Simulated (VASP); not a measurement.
Crystal: CoO.

```
Co O
1.0
     1.63364    0.94318    2.61681
    -1.63364    0.94318    2.61681
     0.00000   -1.88637    2.61681
Co O
1 1
Direct
  0.99898 0.99898 0.99898
  0.75102 0.75102 0.75102
```

Base run:

* Program: VASP 6.6.1
* Functional: LDA
* Potentials or basis: VASP PAW LDA potentials, release 64 (Co, O)
* Cutoff: 520 eV
* k mesh: 10 × 10 × 10
* Occupations: fermi-dirac, width 0.05 eV
* Spin: collinear spin, ferromagnetic start
* Starting moments: [2.0, 0.0] μB

Its results: pressure -21.2 GPa; net moment 2.75 μB per cell; site moments Co +2.36; O +0.31 μB; largest force 0.123 eV/Å.

Q: The run is repeated on the same cell with these changes: functional from LDA to PBE; potentials or basis from VASP PAW LDA potentials, release 64 (Co, O) to VASP PAW PBE potentials, release 64 (Co, O). What comes out?

A: Pressure -6.6 GPa; net moment 2.89 μB per cell; site moments Co +2.48; O +0.32 μB; largest force 0.203 eV/Å.

Caveats: the cell stands under tension; a cell with one magnetic atom can't hold antiferromagnetic order, which such compounds often take.
